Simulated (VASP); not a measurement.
CaC: single point with PBE

Crystal: CaC.

```
Ca C
1.0
     3.11870    0.00000    0.00000
     0.00000    3.11870    0.00000
     0.00000    0.00000    3.11870
Ca C
1 1
Cartesian
  0.0000 0.0000 0.0000
  1.5593 1.5593 1.5593
```

The cell was generated, and may not be a known phase.

```yaml
Program: VASP 6.6.1
Task: single point
Functional: PBE
Potentials_or_basis: VASP PAW PBE potentials, release 64 (Ca_sv, C)
Cutoff: 520 eV
k_mesh: 6 × 6 × 6
Occupations: gaussian, width 0.1 eV
Spin: no spin polarisation
```

```
Pressure               : 0.1 GPa
Band gap on the k mesh : zero (bands 7 and 8 overlap by 3.91 eV)
```

Levels at points of the mesh, in eV from the Fermi level:
```tsv
k point	band 5	band 6	band 7	band 8	band 9	band 10
(0.00, 0.00, 0.00)	-10.23	1.35	1.35	1.35	2.21	2.21
(0.50, 0.00, 0.00)	-8.52	-3.47	0.68	0.68	3.22	7.17
(0.50, 0.50, 0.00)	-8.45	-1.44	-1.44	2.01	2.81	5.47
(0.50, 0.50, 0.50)	-7.10	-2.56	-2.56	-2.56	8.33	8.33
```

It took 12 s on 1 thread of Intel Xeon 8259CL, with other jobs on the host, peak memory 0.14 GiB.
